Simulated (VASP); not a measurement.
# W (R-3m) in VASP: notebook

W is run at these levels: LDA; tasks: single point.

Everything below comes from runs of VASP 6.6.1. Logs are shortened: lines on timing, memory, paths and dates and some standing lists are left out, and cuts for length are marked.

### 1 The cell of the first run

The structure is trigonal, space group R-3m (No. 166). Conventional cell: a = 4.994 Å, b = 4.994 Å, c = 2.057 Å, α = 90.00°, β = 90.00°, γ = 120.00°. W (site symmetry -3m) has 2 W at 2.06 Å within 2.7 Å.

### 2 Single point, LDA (14.81 Å³/atom)

INCAR reads:

```
SYSTEM = W
PREC     = Accurate       ! precision mode
ENCUT    = 520            ! plane-wave cutoff, eV
EDIFF    = 1E-6           ! SCF threshold, eV
ISMEAR   = 0              ! smearing method
SIGMA    = 0.15           ! smearing width, eV
LREAL    = .FALSE.        ! projectors in reciprocal space
LASPH    = .TRUE.         ! aspherical terms in the spheres
NELM     = 60             ! most SCF steps
ALGO     = Fast           ! electronic algorithm
ISIF     = 2              ! what is computed and relaxed
LWAVE    = .FALSE.        ! write WAVECAR
LCHARG   = .FALSE.        ! write CHGCAR
NBANDS   = 13             ! bands
```

KPOINTS reads:

```
Automatic mesh
0
G
  22 22 22
  0 0 0
```

POSCAR reads:

```
W
1.0
   -1.9583574498      1.5728656002      1.5728656002
    1.5728656002     -1.9583574498      1.5728656002
    1.5728656002      1.5728656002     -1.9583574498
W
1
Direct
    0.0000000000      0.0000000000      0.0000000000
```

Potentials or basis: VASP PAW LDA potentials, release 64 (W_sv).

Command:

```console
> cat potpaw_LDA.64/W_sv/POTCAR > POTCAR
> mpirun -np 1 vasp_std > vasp.out
```

OUTCAR:

```text
SYSTEM = W
   PREC = Accurate
   ENCUT = 520
   EDIFF = 1E-6
   ISMEAR = 0
   LREAL = .FALSE.
   LASPH = .TRUE.
   NELM = 60
   ISIF = 2

 ion  position               nearest neighbor table
   1  0.000  0.000  0.000-

  LATTYP: Found a trigonal (rhomboedric) cell.
 ALAT       =     2.9636086607
 COS(alpha) =    -0.4197392560

  Lattice vectors:

 A1 = (  -1.9583574498,   1.5728656002,   1.5728656002)
 A2 = (   1.5728656002,  -1.9583574498,   1.5728656002)
 A3 = (   1.5728656002,   1.5728656002,  -1.9583574498)

Analysis of symmetry for initial positions (statically):
=====================================================================
 Subroutine PRICEL returns:
 Original cell was already a primitive cell.

 Routine SETGRP: Setting up the symmetry group for a
 trigonal (rhombohedral) supercell.

 Subroutine GETGRP returns: Found 12 space group operations
 (whereof 12 operations were pure point group operations)
 out of a pool of 12 trial point group operations.

The static configuration has the point symmetry D_3d.

Analysis of symmetry for dynamics (positions and initial velocities):
=====================================================================
 Subroutine PRICEL returns:
 Original cell was already a primitive cell.

 Routine SETGRP: Setting up the symmetry group for a
 trigonal (rhombohedral) supercell.

 Subroutine GETGRP returns: Found 12 space group operations
 (whereof 12 operations were pure point group operations)
 out of a pool of 12 trial point group operations.

The dynamic configuration has the point symmetry D_3d.

 Subroutine INISYM returns: Found 12 space group operations
 (whereof 12 operations are pure point group operations),
 and found     1 'primitive' translations

----------------------------------------------------------------------------------------

                                     Primitive cell

  volume of cell :      14.8060

  direct lattice vectors                    reciprocal lattice vectors
    -1.958357450  1.572865600  1.572865600     0.091939599  0.375127601  0.375127601
     1.572865600 -1.958357450  1.572865600     0.375127601  0.091939599  0.375127601
     1.572865600  1.572865600 -1.958357450     0.375127601  0.375127601  0.091939599

  length of vectors
     2.963608661  2.963608661  2.963608661     0.538418354  0.538418354  0.538418354

  position of ions in fractional coordinates (direct lattice)
     0.000000000  0.000000000  0.000000000

  ion indices of the primitive-cell ions
   primitive index   ion index
                 1           1

----------------------------------------------------------------------------------------

 KPOINTS: Automatic mesh

Automatic generation of k-mesh.
 Grid dimensions read from file:
 generate k-points for:   22   22   22

 Generating k-lattice:

  Cartesian coordinates                     Fractional coordinates (reciprocal lattice)
     0.004179073  0.017051255  0.017051255     0.045454545  0.000000000  0.000000000
     0.017051255  0.004179073  0.017051255     0.000000000  0.045454545  0.000000000
     0.017051255  0.017051255  0.004179073    -0.000000000 -0.000000000  0.045454545

  Length of vectors
     0.024473562  0.024473562  0.024473562

  Shift w.r.t. Gamma in fractional coordinates (k-lattice)
     0.000000000  0.000000000  0.000000000

 Subroutine IBZKPT returns following result:
 ===========================================

 Found   1024 irreducible k-points:

 Following reciprocal coordinates:
            Coordinates               Weight
  0.000000  0.000000  0.000000      1.000000
  0.045455  0.000000  0.000000      6.000000
  0.090909  0.000000  0.000000      6.000000
  0.136364 -0.000000 -0.000000      6.000000
  0.181818  0.000000  0.000000      6.000000
  0.227273 -0.000000 -0.000000      6.000000
[... 16 lines left out ...]
  0.500000  0.045455 -0.000000     12.000000
 -0.454545  0.045455  0.000000     12.000000
 [... further k-points ...]
   k-points           NKPTS =   1024   k-points in BZ     NKDIM =   1024   number of bands    NBANDS=     13
   number of dos      NEDOS =    301   number of ions     NIONS =      1
   total plane-waves  NPLWV =  13824
   dimension x,y,z NGX =    24 NGY =   24 NGZ =   24
   dimension x,y,z NGXF=    48 NGYF=   48 NGZF=   48
   ions per type =               1
   NGX,Y,Z   is equivalent  to a cutoff of  13.46, 13.46, 13.46 a.u.
   NGXF,Y,Z  is equivalent  to a cutoff of  26.93, 26.93, 26.93 a.u.
 SYSTEM =  W
   PREC   = accura    normal or accurate (medium, high low for compatibility)
   ISTART =      0    job   : 0-new  1-cont  2-samecut
   ICHARG =      2    charge: 1-file 2-atom 10-const
   ISPIN  =      1    spin polarized calculation?
   LNONCOLLINEAR =      F non collinear calculations
   LSORBIT =      F    spin-orbit coupling
   LASPH  =      T    aspherical Exc in radial PAW
   ENCUT  =  520.0 eV  38.22 Ry    6.18 a.u.   5.51  5.51  5.51*2*pi/ulx,y,z
   NELM   =     60;   NELMIN=  2; NELMDL= -5     # of ELM steps
   EDIFF  = 0.1E-05   stopping-criterion for ELM
   LREAL  =      F    real-space projection
   EDIFFG = 0.1E-04   stopping-criterion for IOM
   NSW    =      0    number of steps for IOM
   IBRION =     -1    ionic relax: 0-MD 1-quasi-New 2-CG
   NFREE  =      0    steps in history (QN), initial steepest desc. (CG)
   ISIF   =      2    stress and relaxation
   ISYM   =      2    0-nonsym 1-usesym 2-fastsym
   POTIM  = 0.5000    time-step for ionic-motion
   TEBEG  =    0.0;   TEEND  =   0.0 temperature during run
   PSTRESS=    0.0 pullay stress
   NELECT =      14.0000    total number of electrons
   NUPDOWN=      -1.0000    fix difference up-down
   EMIN   =  10.00;   EMAX   =-10.00  energy-range for DOS
   EFERMI =   0.00;   METHOD = LEGACY
   ISMEAR =     0;   SIGMA  =   0.15  broadening in eV -4-tet -1-fermi 0-gaus
   EFERMI_NEDOS =   21; number of points for ismear=-14 and -15
   IALGO  =     68    algorithm
   IMIX   =      4    mixing-type and parameters
     AMIX     =   0.40;   BMIX     =  1.00
     AMIX_MAG =   1.60;   BMIX_MAG =  1.00
  volume/ion in A,a.u.               =      14.81        99.92
  Fermi-wavevector in a.u.,A,eV,Ry     =   1.606836  3.036480 35.129187  2.581922
  Thomas-Fermi vector in A             =   2.702960
   LORBIT       =      0    0 simple, 1 ext, 2 COOP (PROOUT), +10 PAW based schemes
   GGA     = CA    functional components
   LHFCALC =     F    Hartree Fock is set to
   AEXX    =    0.0000 exact exchange contribution
   IVDW    =     0    specifies the selected vdW correction
   LEPSILON=     F    determine dielectric tensor
   LRPA    =     F    only Hartree local field effects (RPA)
 non-spin polarized calculation
 RMM-DIIS sequential band-by-band and
 Gauss-broadening in eV      SIGMA  =   0.15
  energy-cutoff  :      520.00
  volume of cell :       14.81
 maximum number of plane-waves:       415
 NGX is ok and might be reduce to    24
   NGX = 11   NGY = 11   NGZ = 11

 number of electron      13.9999999 magnetization

 Free energy of the ion-electron system (eV)
  ---------------------------------------------------
  ext. energy  EPLUGINS =         0.00000000
  ---------------------------------------------------
  free energy    TOTEN  =       -10.98213404 eV

  energy without entropy =      -10.97457448  energy(sigma->0) =      -10.97835426

 E-fermi :  12.4964     XC(G=0): -14.0210

 val. band max:       12.4911465427   @ k =   0.4091   0.2273   0.0909
 cond. band min:      12.4975331544   @ k =   0.2273   0.0455   0.0455
 fundamental gap:      0.0063866117
 Fermi energy:        12.4964161274

 k-point     1 :       0.0000    0.0000    0.0000
  band No.  band energies     occupation
      1     -62.0895      2.00000
      2     -26.0166      2.00000
      3     -26.0166      2.00000
      4     -22.4697      2.00000
      5       2.6943      2.00000
      6       6.1804      2.00000
      7      10.0247      2.00000
      8      10.0247      2.00000
      9      19.8043      0.00000
     10      19.8043      0.00000
     11      22.7285      0.00000
     12      30.0640      0.00000
     13      30.0640      0.00000

 k-point     2 :       0.0455    0.0000    0.0000
  band No.  band energies     occupation
      1     -62.0636      2.00000
      2     -26.0030      2.00000
      3     -25.9971      2.00000
      4     -22.6876      2.00000
      5       2.8179      2.00000
      6       6.5348      2.00000
      7      10.0447      2.00000
      8      10.1058      2.00000
      9      19.1299      0.00000
     10      19.2357      0.00000
     11      22.8699      0.00000
     12      30.7770      0.00000
     13      30.8402      0.00000

 k-point     3 :       0.0909    0.0000    0.0000
  band No.  band energies     occupation
      1     -61.9876      2.00000
      2     -25.9629      2.00000
      3     -25.9399      2.00000
      4     -23.3002      2.00000
      5       3.1659      2.00000
      6       7.5738      2.00000
      7      10.1043      2.00000
      8      10.3472      2.00000
      9      17.5550      0.00000
     10      17.8806      0.00000
     11      23.2863      0.00000
     12      32.5507      0.00000
     13      32.6590      0.00000

 k-point     4 :       0.1364   -0.0000   -0.0000
  band No.  band energies     occupation
      1     -61.8665      2.00000
      2     -25.8988      2.00000
      3     -25.8485      2.00000
      4     -24.2045      2.00000
      5       3.6967      2.00000
      6       9.2156      2.00000
      7      10.1990      2.00000
      8      10.7434      2.00000
      9      15.6927      0.00000
     10      16.2513      0.00000
     11      23.9539      0.00000
     12      34.6293      0.00000
     13      34.7636      0.00000

 k-point     5 :       0.1818    0.0000    0.0000
  band No.  band energies     occupation
      1     -61.7088      2.00000
      2     -25.8183      2.00000
      3     -25.7290      2.00000
      4     -25.2734      2.00000
      5       4.3714      2.00000
      6      10.3053      2.00000
      7      11.2533      2.00000
      8      11.3497      2.00000
      9      13.8789      0.00000
     10      14.6529      0.00000
     11      24.8225      0.00000
     12      34.2127      0.00000
     13      35.4166      0.00000
[... 257 lines left out ...]
 k-point    22 :       0.4545    0.0455   -0.0000
  band No.  band energies     occupation
      1     -60.7164      2.00000
      2     -30.4309      2.00000
      3     -25.2321      2.00000
      4     -24.9723      2.00000
      5       5.2259      2.00000
      6       7.3614      2.00000
      7      13.3525      0.00000
      8      13.7202      0.00000
      9      15.8043      0.00000
     10      18.3291      0.00000
     11      23.3417      0.00000
     12      30.0763      0.00000
     13      33.2529      0.00000

 k-point    23 :       0.5000    0.0455   -0.0000
  band No.  band energies     occupation
      1     -60.7451      2.00000
      2     -30.3034      2.00000
      3     -25.2686      2.00000
      4     -24.9991      2.00000
      5       5.2947      2.00000
      6       7.4936      2.00000
      7      13.1371      0.00000
      8      13.6623      0.00000
      9      16.3750      0.00000
     10      17.8796      0.00000
     11      23.5110      0.00000
     12      29.8987      0.00000
     13      32.8204      0.00000

 k-point    24 :      -0.4545    0.0455    0.0000
  band No.  band energies     occupation
      1     -60.8308      2.00000
      2     -29.9244      2.00000
      3     -25.3384      2.00000
      4     -25.0696      2.00000
      5       5.5804      2.00000
      6       7.8839      2.00000
      7      12.4150      1.55738
      8      13.1839      0.00000
      9      15.9875      0.00000
     10      18.6590      0.00000
     11      24.1397      0.00000
     12      30.1801      0.00000
     13      30.8507      0.00000

 [... further k-points ...]

------------------------ aborting loop because EDIFF is reached ----------------------------------------

  FORCE on cell =-STRESS in cart. coord.  units (eV):
  Direction    XX          YY          ZZ          XY          YZ          ZX
  --------------------------------------------------------------------------------------
  -------------------------------------------------------------------------------------
  Total        8.2708473      8.2708473      8.2708473      9.7910170      9.7910170      9.7910170
  in kB      894.9995970    894.9995970    894.9995970   1059.4992176   1059.4992176   1059.4992176
  external PRESSURE =     894.9995970 kB  Pullay stress =       0.0000000 kB

 VOLUME and BASIS-vectors are now :
 -----------------------------------------------------------------------------
  energy-cutoff  :      520.00
  volume of cell :       14.81
      direct lattice vectors                 reciprocal lattice vectors
    -1.958357450  1.572865600  1.572865600     0.091939599  0.375127601  0.375127601
     1.572865600 -1.958357450  1.572865600     0.375127601  0.091939599  0.375127601
     1.572865600  1.572865600 -1.958357450     0.375127601  0.375127601  0.091939599

 POSITION                                       TOTAL-FORCE (eV/Angst)
 -----------------------------------------------------------------------------------
      0.00000      0.00000      0.00000        -0.000000     -0.000000     -0.000000
 -----------------------------------------------------------------------------------
    total drift:                                0.000000     -0.000000      0.000000

  FREE ENERGIE OF THE ION-ELECTRON SYSTEM (eV)
  ---------------------------------------------------
  free  energy   TOTEN  =       -10.9821340405 eV

  energy  without entropy=      -10.9745744827  energy(sigma->0) =      -10.97835426
```

Wall time 3.3 min (1 thread of AMD EPYC 7R13 (Zen 3), shared host); peak memory 0.26 GiB.

Results:

```
Free energy            : -10.9821 eV
Pressure               : 89.5 GPa
Band gap on the k mesh : zero (bands 7 and 8 overlap by 5.54 eV)
```

Levels at points of the mesh, in eV from the Fermi level:
| k point | band 3 | band 4 | band 5 | band 6 | band 7 | band 8 | band 9 | band 10 | band 11 | band 12 |
| --- | --- | --- | --- | --- | --- | --- | --- | --- | --- | --- |
| (0.00, 0.00, 0.00) | -38.51 | -34.97 | -9.80 | -6.32 | -2.47 | -2.47 | 7.31 | 7.31 | 10.23 | 17.57 |
| (0.50, 0.00, 0.00) | -37.73 | -37.46 | -7.32 | -5.11 | 0.91 | 1.31 | 3.59 | 5.37 | 10.73 | 17.51 |
| (0.50, 0.50, 0.00) | -38.71 | -34.99 | -7.00 | -6.48 | -0.99 | 2.87 | 6.58 | 7.53 | 8.28 | 10.64 |
| (0.50, 0.50, 0.50) | -37.82 | -37.82 | -7.42 | -7.42 | 3.06 | 3.06 | 8.11 | 8.29 | 8.29 | 13.45 |

Caveat: atoms lie so close that the PAW spheres overlap strongly, which falsifies energies and pressures; the cell stands under pressure; spin-orbit coupling is left out, which moves the levels of the heavy elements.

### 3 Single point, LDA (14.81 Å³/atom)

INCAR reads:

```
ALGO = Fast
EDIFF = 1E-7
ENCUT = 520
ISIF = 2
ISMEAR = 0
LASPH = True
LCHARG = False
LREAL = False
LWAVE = False
NBANDS = 13
NELM = 100
PREC = Accurate
SIGMA = 0.15
```

KPOINTS reads:

```
k-points
0
Gamma
  22 22 22
```

POSCAR reads:

```
W
1.0
   -1.1352551889      1.5752625721      1.5752625721
    1.5752625721     -1.1352551889      1.5752625721
    1.5752625721      1.5752625721     -1.1352551889
W
1
Direct
    0.0000000000      0.0000000000      0.0000000000
```

Potentials or basis: VASP PAW LDA potentials, release 64 (W_sv).

Command:

```console
> cat potpaw_LDA.64/W_sv/POTCAR > POTCAR
> mpirun -np 1 vasp_std > vasp.out
```

Wall time 2.3 min (1 thread of AMD EPYC 7R13 (Zen 3), shared host); peak memory 0.25 GiB.

Results (log left out):

| Property | Result |
| --- | --- |
| Free energy | -12.9640 eV |
| Pressure | 41.9 GPa |
| Band gap on the k mesh | zero (bands 7 and 8 overlap by 3.57 eV) |

Stress tensor (GPa, compression positive):
```
 41.95 -21.85 -21.85
-21.85  41.95 -21.85
-21.85 -21.85  41.95
```

Levels at points of the mesh, in eV from the Fermi level:
| k point | band 5 | band 6 | band 7 | band 8 | band 9 | band 10 |
| --- | --- | --- | --- | --- | --- | --- |
| (0.00, 0.00, 0.00) | -9.86 | -4.83 | -4.83 | 3.48 | 4.74 | 4.74 |
| (0.50, 0.00, 0.00) | -6.38 | -4.55 | -0.44 | 1.97 | 2.51 | 5.08 |
| (0.50, 0.50, 0.00) | -7.24 | -4.13 | 1.68 | 2.52 | 3.65 | 8.51 |
| (0.50, 0.50, 0.50) | -6.33 | -6.33 | -1.89 | 6.79 | 8.80 | 8.80 |

Caveat: the cell stands under pressure; spin-orbit coupling is left out, which moves the levels of the heavy elements.

### 4 Single point, LDA (14.81 Å³/atom)

INCAR reads:

```
SYSTEM = W
PREC = Accurate
ENCUT = 520
EDIFF = 1E-6
ISMEAR = 0
SIGMA = 0.15
LREAL = .FALSE.
LASPH = .TRUE.
NELM = 80
ALGO = Fast
ISIF = 2
LWAVE = .FALSE.
LCHARG = .FALSE.
NBANDS = 13
```

KPOINTS reads:

```
regular mesh
0
G
  22 22 22
  0 0 0
```

POSCAR reads:

```
W
1.0
   -1.3420265817      1.5538086662      1.5538086662
    1.5538086662     -1.3420265817      1.5538086662
    1.5538086662      1.5538086662     -1.3420265817
W
1
Direct
    0.0000000000      0.0000000000      0.0000000000
```

Command:

```console
> cat potpaw_LDA.64/W_sv/POTCAR > POTCAR
> mpirun -np 1 vasp_std > vasp.out
```

Wall time 2.1 min (1 thread of AMD EPYC 7R13 (Zen 3), shared host); peak memory 0.25 GiB.

It converged, with:

```
Free energy            : -13.7272 eV
Pressure               : 25.7 GPa
Band gap on the k mesh : zero (bands 7 and 8 overlap by 3.35 eV)
```

Stress tensor (GPa, compression positive):
```
 25.67 -17.23 -17.23
-17.23  25.67 -17.23
-17.23 -17.23  25.67
```

Levels at points of the mesh, in eV from the Fermi level:
```tsv
k point	band 5	band 6	band 7	band 8	band 9	band 10
(0.00, 0.00, 0.00)	-10.02	-3.28	-3.28	0.93	3.09	3.09
(0.50, 0.00, 0.00)	-6.81	-4.44	0.00	3.12	3.60	4.61
(0.50, 0.50, 0.00)	-6.95	-4.17	2.00	2.17	2.20	7.66
(0.50, 0.50, 0.50)	-6.57	-6.57	1.67	7.17	7.17	7.31
```

Caveat: the cell stands under pressure; spin-orbit coupling is left out, which moves the levels of the heavy elements.

(Part 1 of 2 ends here.)
